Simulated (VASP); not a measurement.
# PtSe2 (P-3m1) in VASP: further runs

Runs on PtSe2. Level: PBEsol. Tasks: single point, relaxation of cell and atoms.

All numbers are computed with VASP 6.6.1; they aren't measurements. Logs are shortened: lines on timing, memory, paths and dates and some standing lists are left out, and cuts for length are marked.

### Step 1. The cell of the first run

The structure is trigonal, space group P-3m1 (No. 164). Conventional cell: a = 3.595 Å, b = 3.595 Å, c = 4.084 Å, α = 90.00°, β = 90.00°, γ = 120.00°. Within 3.2 Å of Pt (site symmetry -3m) lie 6 Se at 2.40 Å. Within 3.2 Å of Se (site symmetry 3m) lie 3 Pt at 2.40 Å and 6 Se at 2.66 to 3.19 Å.

### Step 2. Single point, PBEsol

Input file INCAR:

```
SYSTEM = PtSe2
PREC = Accurate
ENCUT = 520
EDIFF = 1E-6
ISMEAR = -1
SIGMA = 0.15
LREAL = .False.
LASPH = .True.
NELM = 60
ALGO = Normal
ISIF = 2
LWAVE = .False.
LCHARG = .True.
GGA = PS
LELF = .True.
LVHAR = .True.
NBANDS = 18
```

Input file KPOINTS:

```
regular mesh
0
Gamma
  12 12 8
  0 0 0
```

Input file POSCAR:

```
PtSe2
1.0
    3.5946472167      0.0000000000      0.0000000000
   -1.7973236084      3.1130558073      0.0000000000
    0.0000000000      0.0000000000      4.0840597629
Pt Se
1 2
Direct
    0.0000000000      0.0000000000      0.0000000000
    0.3333333333      0.6666666667      0.2968589830
    0.6666666667      0.3333333333      0.7031410170
```

Potentials or basis: VASP PAW PBE potentials, release 64 (Pt, Se).

Started as:

```sh
$ cat potpaw_PBE.64/Pt/POTCAR potpaw_PBE.64/Se/POTCAR > POTCAR
$ mpirun -np 1 vasp_std > vasp.out
```

OUTCAR:

```text
SYSTEM = PtSe2
   PREC = Accurate
   ENCUT = 520
   EDIFF = 1E-6
   ISMEAR = -1
   LREAL = .False.
   LASPH = .True.
   NELM = 60
   ISIF = 2
   GGA = PS

 ion  position               nearest neighbor table
   1  0.000  0.000  0.000-   2 2.40   3 2.40   3 2.40   2 2.40   3 2.40   2 2.40
   2  0.333  0.667  0.297-   1 2.40   1 2.40   1 2.40   3 2.66   3 2.66   3 2.66
   3  0.667  0.333  0.703-   1 2.40   1 2.40   1 2.40   2 2.66   2 2.66   2 2.66

  LATTYP: Found a hexagonal cell.
 ALAT       =     3.5946472167
 C/A-ratio  =     1.1361503693

  Lattice vectors:

 A1 = (   3.5946472167,   0.0000000000,   0.0000000000)
 A2 = (  -1.7973236084,   3.1130558073,   0.0000000000)
 A3 = (   0.0000000000,   0.0000000000,   4.0840597629)

Analysis of symmetry for initial positions (statically):
=====================================================================
 Subroutine PRICEL returns:
 Original cell was already a primitive cell.

 Routine SETGRP: Setting up the symmetry group for a
 hexagonal supercell.

 Subroutine GETGRP returns: Found 12 space group operations
 (whereof 12 operations were pure point group operations)
 out of a pool of 24 trial point group operations.

The static configuration has the point symmetry D_3d.

Analysis of symmetry for dynamics (positions and initial velocities):
=====================================================================
 Subroutine PRICEL returns:
 Original cell was already a primitive cell.

 Routine SETGRP: Setting up the symmetry group for a
 hexagonal supercell.

 Subroutine GETGRP returns: Found 12 space group operations
 (whereof 12 operations were pure point group operations)
 out of a pool of 24 trial point group operations.

The dynamic configuration has the point symmetry D_3d.

 Subroutine INISYM returns: Found 12 space group operations
 (whereof 12 operations are pure point group operations),
 and found     1 'primitive' translations

----------------------------------------------------------------------------------------

                                     Primitive cell

  volume of cell :      45.7020

  direct lattice vectors                    reciprocal lattice vectors
     3.594647217  0.000000000  0.000000000     0.278191416  0.160613889  0.000000000
    -1.797323608  3.113055807  0.000000000     0.000000000  0.321227778  0.000000000
     0.000000000  0.000000000  4.084059763     0.000000000  0.000000000  0.244854399

  length of vectors
     3.594647217  3.594647217  4.084059763     0.321227778  0.321227778  0.244854399

  position of ions in fractional coordinates (direct lattice)
     0.000000000  0.000000000  0.000000000
     0.333333333  0.666666667  0.296858983
     0.666666667  0.333333333  0.703141017

  ion indices of the primitive-cell ions
   primitive index   ion index
                 1           1
                 2           2
                 3           3

----------------------------------------------------------------------------------------

 KPOINTS: regular mesh

Automatic generation of k-mesh.
 Grid dimensions read from file:
 generate k-points for:   12   12    8

 Generating k-lattice:

  Cartesian coordinates                     Fractional coordinates (reciprocal lattice)
     0.023182618  0.013384491  0.000000000     0.083333333  0.000000000  0.000000000
     0.000000000  0.026768982  0.000000000     0.000000000  0.083333333  0.000000000
     0.000000000  0.000000000  0.030606800     0.000000000  0.000000000  0.125000000

  Length of vectors
     0.026768982  0.026768982  0.030606800

  Shift w.r.t. Gamma in fractional coordinates (k-lattice)
     0.000000000  0.000000000  0.000000000

 Subroutine IBZKPT returns following result:
 ===========================================

 Found    131 irreducible k-points:

 Following reciprocal coordinates:
            Coordinates               Weight
  0.000000  0.000000  0.000000      1.000000
  0.083333  0.000000  0.000000      6.000000
  0.166667  0.000000  0.000000      6.000000
  0.250000  0.000000  0.000000      6.000000
  0.333333  0.000000  0.000000      6.000000
  0.416667  0.000000  0.000000      6.000000
[... 16 lines left out ...]
  0.166667  0.000000  0.125000      6.000000
  0.000000  0.166667  0.125000      6.000000
 [... further k-points ...]
   k-points           NKPTS =    131   k-points in BZ     NKDIM =    131   number of bands    NBANDS=     18
   number of dos      NEDOS =    301   number of ions     NIONS =      3
   total plane-waves  NPLWV =  23520
   dimension x,y,z NGX =    28 NGY =   28 NGZ =   30
   dimension x,y,z NGXF=    56 NGYF=   56 NGZF=   60
   ions per type =               1   2
   NGX,Y,Z   is equivalent  to a cutoff of  12.95, 12.95, 12.21 a.u.
   NGXF,Y,Z  is equivalent  to a cutoff of  25.90, 25.90, 24.42 a.u.
 SYSTEM =  PtSe2
   PREC   = accura    normal or accurate (medium, high low for compatibility)
   ISTART =      0    job   : 0-new  1-cont  2-samecut
   ICHARG =      2    charge: 1-file 2-atom 10-const
   ISPIN  =      1    spin polarized calculation?
   LNONCOLLINEAR =      F non collinear calculations
   LSORBIT =      F    spin-orbit coupling
   LASPH  =      T    aspherical Exc in radial PAW
   ENCUT  =  520.0 eV  38.22 Ry    6.18 a.u.   6.68  6.68  7.59*2*pi/ulx,y,z
   NELM   =     60;   NELMIN=  2; NELMDL= -5     # of ELM steps
   EDIFF  = 0.1E-05   stopping-criterion for ELM
   LREAL  =      F    real-space projection
   EDIFFG = 0.1E-04   stopping-criterion for IOM
   NSW    =      0    number of steps for IOM
   IBRION =     -1    ionic relax: 0-MD 1-quasi-New 2-CG
   NFREE  =      0    steps in history (QN), initial steepest desc. (CG)
   ISIF   =      2    stress and relaxation
   ISYM   =      2    0-nonsym 1-usesym 2-fastsym
   POTIM  = 0.5000    time-step for ionic-motion
   TEBEG  =    0.0;   TEEND  =   0.0 temperature during run
   PSTRESS=    0.0 pullay stress
   NELECT =      22.0000    total number of electrons
   NUPDOWN=      -1.0000    fix difference up-down
   EMIN   =  10.00;   EMAX   =-10.00  energy-range for DOS
   EFERMI =   0.00;   METHOD = LEGACY
   ISMEAR =    -1;   SIGMA  =   0.15  broadening in eV -4-tet -1-fermi 0-gaus
   EFERMI_NEDOS =   21; number of points for ismear=-14 and -15
   IALGO  =     38    algorithm
   IMIX   =      4    mixing-type and parameters
     AMIX     =   0.40;   BMIX     =  1.00
     AMIX_MAG =   1.60;   BMIX_MAG =  1.00
  volume/ion in A,a.u.               =      15.23       102.80
  Fermi-wavevector in a.u.,A,eV,Ry     =   1.283031  2.424578 22.397498  1.646170
  Thomas-Fermi vector in A             =   2.415308
   LORBIT       =      0    0 simple, 1 ext, 2 COOP (PROOUT), +10 PAW based schemes
   GGA     = PS    functional components
   LHFCALC =     F    Hartree Fock is set to
   AEXX    =    0.0000 exact exchange contribution
   IVDW    =     0    specifies the selected vdW correction
   LEPSILON=     F    determine dielectric tensor
   LRPA    =     F    only Hartree local field effects (RPA)
 non-spin polarized calculation
  energy-cutoff  :      520.00
  volume of cell :       45.70
 maximum number of plane-waves:      1245
 NGX is ok and might be reduce to    28
   NGX = 13   NGY = 13   NGZ = 15

 number of electron      21.9999998 magnetization

 Free energy of the ion-electron system (eV)
  ---------------------------------------------------
  ext. energy  EPLUGINS =         0.00000000
  ---------------------------------------------------
  free energy    TOTEN  =       -14.68653379 eV

  energy without entropy =      -14.64822794  energy(sigma->0) =      -14.66738087

 E-fermi :  10.3034     XC(G=0): -12.3950

 val. band max:       10.2997140282   @ k =   0.0833   0.0833   0.3750
 cond. band min:      10.3585200946   @ k =   0.0000   0.2500   0.2500
 fundamental gap:      0.0588060664
 Fermi energy:        10.3034360960

 k-point     1 :       0.0000    0.0000    0.0000
  band No.  band energies     occupation
      1      -7.7850      2.00000
      2      -1.7885      2.00000
      3       1.5824      2.00000
      4       2.6268      2.00000
      5       2.6268      2.00000
      6       5.7963      2.00000
[... 10 lines left out ...]
     17      17.4203      0.00000
     18      22.0241      0.00000

 k-point     2 :       0.0833    0.0000    0.0000
  band No.  band energies     occupation
      1      -7.6873      2.00000
      2      -1.9527      2.00000
      3       1.6955      2.00000
      4       2.6891      2.00000
      5       2.8241      2.00000
      6       5.6722      2.00000
[... 10 lines left out ...]
     17      17.6399      0.00000
     18      21.7800      0.00000

 k-point     3 :       0.1667    0.0000    0.0000
  band No.  band energies     occupation
      1      -7.3997      2.00000
      2      -2.3618      2.00000
      3       2.0226      2.00000
      4       2.8694      2.00000
      5       3.2716      2.00000
      6       5.2197      2.00000
[... 10 lines left out ...]
     17      18.2492      0.00000
     18      20.4859      0.00000

 k-point     4 :       0.2500    0.0000    0.0000
  band No.  band energies     occupation
      1      -6.9401      2.00000
      2      -2.8855      2.00000
      3       2.5350      2.00000
      4       3.1468      2.00000
      5       3.3468      2.00000
      6       4.7666      2.00000
[... 375 lines left out ...]
      4       2.6677      2.00000
      5       3.1311      2.00000
      6       5.4648      2.00000
[... 10 lines left out ...]
     17      18.1213      0.00000
     18      20.6123      0.00000

 k-point    23 :       0.1667    0.0000    0.1250
  band No.  band energies     occupation
      1      -7.2746      2.00000
      2      -2.7438      2.00000
      3       2.0427      2.00000
      4       3.0559      2.00000
      5       3.6000      2.00000
      6       5.2356      2.00000
[... 10 lines left out ...]
     17      17.9920      0.00000
     18      19.4217      0.00000

 k-point    24 :       0.0000    0.1667    0.1250
  band No.  band energies     occupation
      1      -7.2861      2.00000
      2      -2.6394      2.00000
      3       1.8857      2.00000
      4       2.7668      2.00000
      5       3.8078      2.00000
      6       4.6578      2.00000
[... 10 lines left out ...]
     17      18.9920      0.00000
     18      20.0480      0.00000

 [... further k-points ...]

------------------------ aborting loop because EDIFF is reached ----------------------------------------

  FORCE on cell =-STRESS in cart. coord.  units (eV):
  Direction    XX          YY          ZZ          XY          YZ          ZX
  --------------------------------------------------------------------------------------
  -------------------------------------------------------------------------------------
  Total       11.5671056     11.5671056     11.5340592     -0.0000000      0.0000000      0.0000000
  in kB      405.5085490    405.5085490    404.3500385     -0.0000000      0.0000000      0.0000000
  external PRESSURE =     405.1223788 kB  Pullay stress =       0.0000000 kB

 VOLUME and BASIS-vectors are now :
 -----------------------------------------------------------------------------
  energy-cutoff  :      520.00
  volume of cell :       45.70
      direct lattice vectors                 reciprocal lattice vectors
     3.594647217  0.000000000  0.000000000     0.278191416  0.160613889  0.000000000
    -1.797323608  3.113055807  0.000000000     0.000000000  0.321227778  0.000000000
     0.000000000  0.000000000  4.084059763     0.000000000  0.000000000  0.244854399

 POSITION                                       TOTAL-FORCE (eV/Angst)
 -----------------------------------------------------------------------------------
      0.00000      0.00000      0.00000         0.000000      0.000000     -0.000000
     -0.00000      2.07537      1.21239         0.000000      0.000000      0.024598
      1.79732      1.03769      2.87167        -0.000000      0.000000     -0.024598
 -----------------------------------------------------------------------------------
    total drift:                                0.000000     -0.000000     -0.000000

  FREE ENERGIE OF THE ION-ELECTRON SYSTEM (eV)
  ---------------------------------------------------
  free  energy   TOTEN  =       -14.6865337896 eV

  energy  without entropy=      -14.6482279448  energy(sigma->0) =      -14.66738087
```

It took 43 s on 1 thread of Intel Xeon 6975P-C (Granite Rapids), shared host; peak memory 0.24 GiB.

What came out:

```
Free energy            : -14.6865 eV
Pressure               : 40.5 GPa
Largest force          : 0.025 eV/Å
Band gap on the k mesh : zero (bands 11 and 12 overlap by 0.77 eV)
```

Forces on the atoms (eV/Å):
```
Pt   0.000  0.000  0.000
Se   0.000  0.000  0.025
Se   0.000  0.000 -0.025
```

Caveat: the cell stands under pressure; the PAW data sets were made with another functional, which shifts forces and pressure a little; spin-orbit coupling is left out, which moves the levels of the heavy elements.

### Step 3. Relaxation of cell and atoms, PBEsol, target pressure 40 GPa, at which the enthalpy is minimised

This run uses another cell than the first one, of 19.84 Å³/atom.

Input file INCAR:

```
SYSTEM = PtSe2
PREC = Accurate
ENCUT = 600
EDIFF = 1E-6
ISMEAR = -1
SIGMA = 0.15
LREAL = .FALSE.
LASPH = .TRUE.
NELM = 60
ALGO = Normal
ISIF = 3
LWAVE = .FALSE.
LCHARG = .FALSE.
GGA = PS
IBRION = 2
NSW = 80
EDIFFG = -0.001
PSTRESS = 400.0
```

Input file KPOINTS:

```
regular mesh
0
G
  12 12 8
  0 0 0
```

Input file POSCAR:

```
PtSe2
1.0
    3.7607971116      0.0000000000      0.0000000000
   -1.8803985558      3.2569458371      0.0000000000
    0.0000000000      0.0000000000      4.8587327377
Pt Se
1 2
Direct
    0.0000000000      0.0000000000      0.0000000000
    0.3333333333      0.6666666667      0.2611754915
    0.6666666667      0.3333333333      0.7388245085
```

Potentials or basis: VASP PAW PBE potentials, release 64 (Pt, Se).

Started as:

```sh
$ cat potpaw_PBE.64/Pt/POTCAR potpaw_PBE.64/Se/POTCAR > POTCAR
$ mpirun -np 1 vasp_std > vasp.out
```

OUTCAR:

```text
SYSTEM = PtSe2
   PREC = Accurate
   ENCUT = 600
   EDIFF = 1E-6
   ISMEAR = -1
   LREAL = .FALSE.
   LASPH = .TRUE.
   NELM = 60
   ISIF = 3
   GGA = PS
   IBRION = 2
   NSW = 80
   EDIFFG = -0.001
   PSTRESS = 400.0

 ion  position               nearest neighbor table
   1  0.000  0.000  0.000-   2 2.51   3 2.51   2 2.51   3 2.51   3 2.51   2 2.51
   2  0.333  0.667  0.261-   1 2.51   1 2.51   1 2.51
   3  0.667  0.333  0.739-   1 2.51   1 2.51   1 2.51

  LATTYP: Found a hexagonal cell.
 ALAT       =     3.7607971116
 C/A-ratio  =     1.2919422648

  Lattice vectors:

 A1 = (   3.7607971116,   0.0000000000,   0.0000000000)
 A2 = (  -1.8803985558,   3.2569458371,   0.0000000000)
 A3 = (   0.0000000000,   0.0000000000,   4.8587327377)

Analysis of symmetry for initial positions (statically):
[... 728 lines left out ...]

 [... further k-points ...]

[... ionic steps 4 to 16 ...]

--------------------------------------- Ionic step       17  -------------------------------------------

 number of electron      22.0000002 magnetization

------------------------ aborting loop because EDIFF is reached ----------------------------------------
[... 73 lines left out ...]
--------------------------------------- Ionic step       19  -------------------------------------------

 number of electron      22.0000002 magnetization

 Free energy of the ion-electron system (eV)
  ---------------------------------------------------
  ext. energy  EPLUGINS =         0.00000000
  ---------------------------------------------------
  free energy    TOTEN  =       -14.70652444 eV

  energy without entropy =      -14.66807976  energy(sigma->0) =      -14.68730210

 E-fermi :  10.2729     XC(G=0): -12.3866

 val. band max:       10.2697179001   @ k =   0.0833   0.0833   0.3750
 cond. band min:      10.3287907016   @ k =   0.0000   0.2500   0.2500
 fundamental gap:      0.0590728014
 Fermi energy:        10.2728943410

 k-point     1 :       0.0000    0.0000    0.0000
  band No.  band energies     occupation
      1      -7.7948      2.00000
      2      -1.8123      2.00000
      3       1.5734      2.00000
      4       2.6149      2.00000
      5       2.6149      2.00000
      6       5.7800      2.00000
      7       5.7800      2.00000
      8       7.5554      2.00000
      9       9.1167      1.99910
     10       9.1167      1.99910
     11      10.4905      0.37982
     12      10.4905      0.37982
     13      10.8974      0.03063
     14      13.4400      0.00000
[... 449 lines left out ...]
  energy  without entropy=      -14.6680797637  energy(sigma->0) =      -14.68730210

  enthalpy is  TOTEN    =        -3.2778554091 eV   P V=       11.4286690283

 reached required accuracy - stopping structural energy minimisation
```

OSZICAR:

```text
N       E                     dE             d eps       ncg     rms          rms(c)
DAV:   1     0.125722587971E+03    0.12572E+03   -0.11210E+04  3970   0.146E+03
DAV:   2    -0.110544624961E+02   -0.13678E+03   -0.13378E+03  5001   0.254E+02
[... 155 lines left out ...]
DAV:   2    -0.147065057337E+02   -0.12754E-05   -0.23174E-05  5155   0.344E-02    0.726E-03
DAV:   3    -0.147065055364E+02    0.19738E-06   -0.58045E-07  2252   0.789E-03
  18 F= -.32778556E+01 E0= -.32586322E+01  d E =-.142461E-04
       N       E                     dE             d eps       ncg     rms          rms(c)
DAV:   1    -0.147065244672E+02   -0.18733E-04   -0.70507E-07  1965   0.564E-03    0.178E-03
DAV:   2    -0.147065244373E+02    0.29823E-07   -0.82102E-08  1965   0.236E-03
  19 F= -.32778554E+01 E0= -.32586331E+01  d E =-.140751E-04
```

CONTCAR:

```text
PtSe2
   1.00000000000000
     3.5969233671417959    0.0000000000000000    0.0000000000000000
    -1.7984616835708980    3.1150270113012559   -0.0000000000000000
     0.0000000000000000   -0.0000000000000000    4.0855755399429752
  Pt              Se
     1     2
Direct
     0.0000000000000000    0.0000000000000000    0.0000000000000000
     0.3333333332999970    0.6666666667000030    0.2969285957688249
     0.6666666667000030    0.3333333332999970    0.7030714042311751

  0.00000000E+00  0.00000000E+00  0.00000000E+00
  0.00000000E+00  0.00000000E+00  0.00000000E+00
  0.00000000E+00  0.00000000E+00  0.00000000E+00
```

Run time: 10 min. Hardware: 1 thread of Intel Xeon 6975P-C (Granite Rapids), shared host; peak memory 0.31 GiB.

Results:

```
Free energy                                                : -14.7065 eV
Relaxed volume                                             : 15.26 Å³/atom
Relaxed cell                                               : a = 3.597 Å, b = 3.597 Å, c = 4.086 Å, α = 90.00°, β = 90.00°, γ = 120.00°
Space group after relaxing (to 0.1 Å)                      : P-3m1 (No. 164)
Energy change on relaxing (the run minimises the enthalpy) : +409.3 meV/atom
Ionic steps                                                : 19
Pressure after relaxing                                    : 40.0 GPa
Band gap on the k mesh                                     : zero (bands 11 and 12 overlap by 0.77 eV)
```

Step by step:
```tsv
step	energy change (eV)	largest force (eV/Å)	pressure (GPa)	volume (Å³)
1	0.0000	0.0144	0.11	59.51
2	35.2366	32.4197	717.50	26.30
3	0.5898	2.0271	27.17	51.55
4	0.7965	2.4188	32.92	50.44
5	1.0830	2.9083	40.29	49.18
6	1.1901	1.1542	42.54	46.32
7	1.4885	0.1101	46.51	44.86
8	1.4052	0.1981	45.44	45.18
9	0.7381	0.7633	24.73	48.28
10	1.1887	0.0918	39.31	45.98
11	1.1932	0.0858	39.46	45.96
12	1.2040	0.0637	39.68	45.89
13	1.2271	0.0305	40.02	45.78
14	1.2358	0.0201	40.14	45.75
15	1.2120	0.0136	39.55	45.84
16	1.2275	0.0181	39.94	45.78
17	1.2285	0.0133	40.04	45.78
18	1.2281	0.0006	40.01	45.78
19	1.2280	0.0003	40.00	45.78
```

Final structure:
```cif
data_structure
_symmetry_space_group_name_H-M 'P 1'
_symmetry_Int_Tables_number 1
_cell_length_a 3.5969
_cell_length_b 3.5969
_cell_length_c 4.0856
_cell_angle_alpha 90.000
_cell_angle_beta 90.000
_cell_angle_gamma 120.000
_cell_volume 45.78
loop_
_atom_site_label
_atom_site_type_symbol
_atom_site_fract_x
_atom_site_fract_y
_atom_site_fract_z
_atom_site_occupancy
Pt1 Pt 0.00000 0.00000 0.00000 1
Se1 Se 0.33333 0.66667 0.29693 1
Se2 Se 0.66667 0.33333 0.70307 1
```

Caveat: the cell is relaxed towards a set pressure, so the run minimises the enthalpy, not the energy; the volume moved by over 15 % at a fixed basis, so the end points are rough; the PAW data sets were made with another functional, which shifts forces and pressure a little; spin-orbit coupling is left out, which moves the levels of the heavy elements.

The gap in the log of VASP goes by the Fermi energy; the results here count the filled bands.